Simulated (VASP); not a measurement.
# C (Fd-3m) in VASP: single point with PBEsol

Aim: the single point of C with PBEsol.

All numbers are computed with VASP 6.6.1; they aren't measurements. Logs are shortened: lines on timing, memory, paths and dates and some standing lists are left out, and cuts for length are marked.

## (1) The cell of the first run

The structure is cubic, space group Fd-3m (No. 227). The conventional cell has a = 3.567 Å, b = 3.567 Å, c = 3.567 Å, α = 90.00°, β = 90.00°, γ = 90.00°. Within 2.1 Å of C (site symmetry -43m) lie 4 C at 1.54 Å.

## (2) Single point, PBEsol

INCAR

```
SYSTEM = C
ALGO = Normal ; EDIFF = 1E-6
ENCUT = 520 ; GGA = PS
ISIF = 2 ; ISMEAR = 0
LASPH = .True. ; LCHARG = .False.
LREAL = .False. ; LWAVE = .False.
NBANDS = 11 ; NELM = 100
PREC = Accurate ; SIGMA = 0.01
```

KPOINTS

```
k-points
0
Gamma
  6 6 6
  0 0 0
```

POSCAR

```
C
1.0
    0.0000000000      1.7833700000      1.7833700000
    1.7833700000      0.0000000000      1.7833700000
    1.7833700000      1.7833700000      0.0000000000
C
2
Direct
    0.0000000000      0.0000000000      0.0000000000
    0.2500000000      0.2500000000      0.2500000000
```

Potentials or basis: VASP PAW PBE potentials, release 64 (C).

Run with:

```sh
$ cat potpaw_PBE.64/C/POTCAR > POTCAR
$ mpirun -np 1 vasp_std > vasp.out
```

OUTCAR:

```text
SYSTEM = C
   EDIFF = 1E-6
   ENCUT = 520
   GGA = PS
   ISIF = 2
   ISMEAR = 0
   LASPH = .True.
   LREAL = .False.
   NELM = 100
   PREC = Accurate

 ion  position               nearest neighbor table
   1  0.000  0.000  0.000-   2 1.54   2 1.54   2 1.54   2 1.54
   2  0.250  0.250  0.250-   1 1.54   1 1.54   1 1.54   1 1.54

  LATTYP: Found a face centered cubic cell.
 ALAT       =     3.5667400000

  Lattice vectors:

 A1 = (   0.0000000000,   1.7833700000,   1.7833700000)
 A2 = (   1.7833700000,   0.0000000000,   1.7833700000)
 A3 = (   1.7833700000,   1.7833700000,   0.0000000000)

Analysis of symmetry for initial positions (statically):
=====================================================================
 Subroutine PRICEL returns:
 Original cell was already a primitive cell.

 Routine SETGRP: Setting up the symmetry group for a
 face centered cubic supercell.

 Subroutine GETGRP returns: Found 48 space group operations
 (whereof 24 operations were pure point group operations)
 out of a pool of 48 trial point group operations.

The static configuration has the point symmetry T_d .
 The point group associated with its full space group is O_h .

Analysis of symmetry for dynamics (positions and initial velocities):
=====================================================================
 Subroutine PRICEL returns:
 Original cell was already a primitive cell.

 Routine SETGRP: Setting up the symmetry group for a
 face centered cubic supercell.

 Subroutine GETGRP returns: Found 48 space group operations
 (whereof 24 operations were pure point group operations)
 out of a pool of 48 trial point group operations.

The dynamic configuration has the point symmetry T_d .
 The point group associated with its full space group is O_h .

 Subroutine INISYM returns: Found 48 space group operations
 (whereof 24 operations are pure point group operations),
 and found     1 'primitive' translations

----------------------------------------------------------------------------------------

                                     Primitive cell

  volume of cell :      11.3437

  direct lattice vectors                    reciprocal lattice vectors
     0.000000000  1.783370000  1.783370000    -0.280368067  0.280368067  0.280368067
     1.783370000  0.000000000  1.783370000     0.280368067 -0.280368067  0.280368067
     1.783370000  1.783370000  0.000000000     0.280368067  0.280368067 -0.280368067

  length of vectors
     2.522066041  2.522066041  2.522066041     0.485611737  0.485611737  0.485611737

  position of ions in fractional coordinates (direct lattice)
     0.000000000  0.000000000  0.000000000
     0.250000000  0.250000000  0.250000000

  ion indices of the primitive-cell ions
   primitive index   ion index
                 1           1
                 2           2

----------------------------------------------------------------------------------------

 KPOINTS: k-points

Automatic generation of k-mesh.
 Grid dimensions read from file:
 generate k-points for:    6    6    6

 Generating k-lattice:

  Cartesian coordinates                     Fractional coordinates (reciprocal lattice)
    -0.046728011  0.046728011  0.046728011     0.166666667  0.000000000  0.000000000
     0.046728011 -0.046728011  0.046728011     0.000000000  0.166666667  0.000000000
     0.046728011  0.046728011 -0.046728011     0.000000000  0.000000000  0.166666667

  Length of vectors
     0.080935290  0.080935290  0.080935290

  Shift w.r.t. Gamma in fractional coordinates (k-lattice)
     0.000000000  0.000000000  0.000000000

 Subroutine IBZKPT returns following result:
 ===========================================

 Found     16 irreducible k-points:

 Following reciprocal coordinates:
            Coordinates               Weight
  0.000000  0.000000  0.000000      1.000000
  0.166667  0.000000  0.000000      8.000000
  0.333333  0.000000  0.000000      8.000000
  0.500000  0.000000  0.000000      4.000000
  0.166667  0.166667  0.000000      6.000000
  0.333333  0.166667  0.000000     24.000000
[... 8 lines left out ...]
 -0.333333  0.333333  0.166667     24.000000
 -0.333333  0.500000  0.166667     12.000000
   k-points           NKPTS =     16   k-points in BZ     NKDIM =     16   number of bands    NBANDS=     11
   number of dos      NEDOS =    301   number of ions     NIONS =      2
   total plane-waves  NPLWV =   8000
   dimension x,y,z NGX =    20 NGY =   20 NGZ =   20
   dimension x,y,z NGXF=    40 NGYF=   40 NGZF=   40
   ions per type =               2
   NGX,Y,Z   is equivalent  to a cutoff of  13.18, 13.18, 13.18 a.u.
   NGXF,Y,Z  is equivalent  to a cutoff of  26.37, 26.37, 26.37 a.u.
 SYSTEM =  C
   PREC   = accura    normal or accurate (medium, high low for compatibility)
   ISTART =      0    job   : 0-new  1-cont  2-samecut
   ICHARG =      2    charge: 1-file 2-atom 10-const
   ISPIN  =      1    spin polarized calculation?
   LNONCOLLINEAR =      F non collinear calculations
   LSORBIT =      F    spin-orbit coupling
   LASPH  =      T    aspherical Exc in radial PAW
   ENCUT  =  520.0 eV  38.22 Ry    6.18 a.u.   4.69  4.69  4.69*2*pi/ulx,y,z
   NELM   =    100;   NELMIN=  2; NELMDL= -5     # of ELM steps
   EDIFF  = 0.1E-05   stopping-criterion for ELM
   LREAL  =      F    real-space projection
   EDIFFG = 0.1E-04   stopping-criterion for IOM
   NSW    =      0    number of steps for IOM
   IBRION =     -1    ionic relax: 0-MD 1-quasi-New 2-CG
   NFREE  =      0    steps in history (QN), initial steepest desc. (CG)
   ISIF   =      2    stress and relaxation
   ISYM   =      2    0-nonsym 1-usesym 2-fastsym
   POTIM  = 0.5000    time-step for ionic-motion
   TEBEG  =    0.0;   TEEND  =   0.0 temperature during run
   PSTRESS=    0.0 pullay stress
   NELECT =       8.0000    total number of electrons
   NUPDOWN=      -1.0000    fix difference up-down
   EMIN   =  10.00;   EMAX   =-10.00  energy-range for DOS
   EFERMI =   0.00;   METHOD = LEGACY
   ISMEAR =     0;   SIGMA  =   0.01  broadening in eV -4-tet -1-fermi 0-gaus
   EFERMI_NEDOS =   21; number of points for ismear=-14 and -15
   IALGO  =     38    algorithm
   IMIX   =      4    mixing-type and parameters
     AMIX     =   0.40;   BMIX     =  1.00
     AMIX_MAG =   1.60;   BMIX_MAG =  1.00
  volume/ion in A,a.u.               =       5.67        38.28
  Fermi-wavevector in a.u.,A,eV,Ry     =   1.457203  2.753714 28.891161  2.123440
  Thomas-Fermi vector in A             =   2.574032
   LORBIT       =      0    0 simple, 1 ext, 2 COOP (PROOUT), +10 PAW based schemes
   GGA     = PS    functional components
   LHFCALC =     F    Hartree Fock is set to
   AEXX    =    0.0000 exact exchange contribution
   IVDW    =     0    specifies the selected vdW correction
   LEPSILON=     F    determine dielectric tensor
   LRPA    =     F    only Hartree local field effects (RPA)
 non-spin polarized calculation
 Gauss-broadening in eV      SIGMA  =   0.01
  energy-cutoff  :      520.00
  volume of cell :       11.34
 maximum number of plane-waves:       310
   NGX =  9   NGY =  9   NGZ =  9

 number of electron       7.9999999 magnetization

 Free energy of the ion-electron system (eV)
  ---------------------------------------------------
  ext. energy  EPLUGINS =         0.00000000
  ---------------------------------------------------
  free energy    TOTEN  =       -19.23906217 eV

  energy without entropy =      -19.23906217  energy(sigma->0) =      -19.23906217

 E-fermi :   9.8131     XC(G=0): -13.4317

 val. band max:        9.7132283228   @ k =   0.0000   0.0000   0.0000
 cond. band min:      13.7468357062   @ k =   0.3333   0.3333   0.0000
 fundamental gap:      4.0336073834
 Fermi energy:         9.8131178648

 k-point     1 :       0.0000    0.0000    0.0000
  band No.  band energies     occupation
      1     -11.8104      2.00000
      2       9.7132      2.00000
      3       9.7132      2.00000
      4       9.7132      2.00000
      5      15.2513      0.00000
      6      15.2513      0.00000
      7      15.2513      0.00000
      8      23.0817      0.00000
      9      28.6682      0.00000
     10      36.1776      0.00000
     11      36.1776      0.00000

 k-point     2 :       0.1667    0.0000    0.0000
  band No.  band energies     occupation
      1     -11.0412      2.00000
      2       5.9354      2.00000
      3       8.6822      2.00000
      4       8.6822      2.00000
      5      16.5995      0.00000
      6      16.5995      0.00000
      7      17.0661      0.00000
      8      23.6785      0.00000
      9      29.6793      0.00000
     10      32.3432      0.00000
     11      32.3432      0.00000

 k-point     3 :       0.3333    0.0000    0.0000
  band No.  band energies     occupation
      1      -8.7825      2.00000
      2       0.2988      2.00000
      3       7.3824      2.00000
      4       7.3824      2.00000
      5      17.9289      0.00000
      6      17.9289      0.00000
      7      18.2624      0.00000
      8      24.8354      0.00000
      9      30.3927      0.00000
     10      32.7669      0.00000
     11      32.7669      0.00000

 k-point     4 :       0.5000    0.0000    0.0000
  band No.  band energies     occupation
      1      -5.9779      2.00000
      2      -3.7535      2.00000
      3       6.9015      2.00000
      4       6.9015      2.00000
      5      18.0961      0.00000
      6      18.0961      0.00000
      7      18.5521      0.00000
      8      25.2019      0.00000
      9      31.3640      0.00000
     10      33.6923      0.00000
     11      35.4842      0.00000
[... 127 lines left out ...]
 k-point    14 :       0.5000    0.3333    0.1667
  band No.  band energies     occupation
      1      -6.8335      2.00000
      2       1.0221      2.00000
      3       2.3390      2.00000
      4       4.8680      2.00000
      5      17.3264      0.00000
      6      19.5351      0.00000
      7      21.1162      0.00000
      8      23.8516      0.00000
      9      30.1680      0.00000
     10      31.6419      0.00000
     11      36.6237      0.00000

 k-point    15 :      -0.3333    0.3333    0.1667
  band No.  band energies     occupation
      1      -4.1982      2.00000
      2      -2.0564      2.00000
      3       1.8480      2.00000
      4       3.7285      2.00000
      5      18.3544      0.00000
      6      19.6867      0.00000
      7      23.4331      0.00000
      8      23.6605      0.00000
      9      27.6645      0.00000
     10      32.9748      0.00000
     11      36.8404      0.00000

 k-point    16 :      -0.3333    0.5000    0.1667
  band No.  band energies     occupation
      1      -2.5024      2.00000
      2      -2.5024      2.00000
      3       1.8254      2.00000
      4       1.8254      2.00000
      5      17.8003      0.00000
      6      17.8003      0.00000
      7      24.1862      0.00000
      8      24.1862      0.00000
      9      31.2646      0.00000
     10      31.2646      0.00000
     11      40.1949      0.00000

------------------------ aborting loop because EDIFF is reached ----------------------------------------

  FORCE on cell =-STRESS in cart. coord.  units (eV):
  Direction    XX          YY          ZZ          XY          YZ          ZX
  --------------------------------------------------------------------------------------
  -------------------------------------------------------------------------------------
  Total       -0.2614709     -0.2614709     -0.2614709     -0.0000000     -0.0000000      0.0000000
  in kB      -36.9300209    -36.9300209    -36.9300209     -0.0000000     -0.0000000      0.0000000
  external PRESSURE =     -36.9300209 kB  Pullay stress =       0.0000000 kB

 VOLUME and BASIS-vectors are now :
 -----------------------------------------------------------------------------
  energy-cutoff  :      520.00
  volume of cell :       11.34
      direct lattice vectors                 reciprocal lattice vectors
     0.000000000  1.783370000  1.783370000    -0.280368067  0.280368067  0.280368067
     1.783370000  0.000000000  1.783370000     0.280368067 -0.280368067  0.280368067
     1.783370000  1.783370000  0.000000000     0.280368067  0.280368067 -0.280368067

 POSITION                                       TOTAL-FORCE (eV/Angst)
 -----------------------------------------------------------------------------------
      0.00000      0.00000      0.00000         0.000000      0.000000      0.000000
      0.89168      0.89168      0.89168        -0.000000     -0.000000     -0.000000
 -----------------------------------------------------------------------------------
    total drift:                                0.000000      0.000000      0.000000

  FREE ENERGIE OF THE ION-ELECTRON SYSTEM (eV)
  ---------------------------------------------------
  free  energy   TOTEN  =       -19.2390621657 eV

  energy  without entropy=      -19.2390621657  energy(sigma->0) =      -19.23906217
```

Wall time 5.7 s (1 thread of Intel Xeon 8259CL, shared host); peak memory 0.08 GiB.

Results:

```
Free energy            : -19.2391 eV
Pressure               : -3.7 GPa
Band gap on the k mesh : 4.03 eV, indirect (least direct gap 5.54 eV)
```

Levels at points of the mesh, in eV from the valence-band top:
```
           k point  band 2  band 3  band 4  band 5  band 6  band 7
(0.00, 0.00, 0.00)    0.00    0.00    0.00    5.54    5.54    5.54
(0.50, 0.00, 0.00)  -13.47   -2.81   -2.81    8.38    8.38    8.84
(0.50, 0.50, 0.00)  -12.78   -6.34   -6.34    4.60    4.60   16.79
```

Caveat: the k points lie up to 0.51 Å⁻¹ apart; the PAW data sets were made with another functional, which shifts forces and pressure a little. As with any semilocal functional, this PBEsol gap is likely too small.
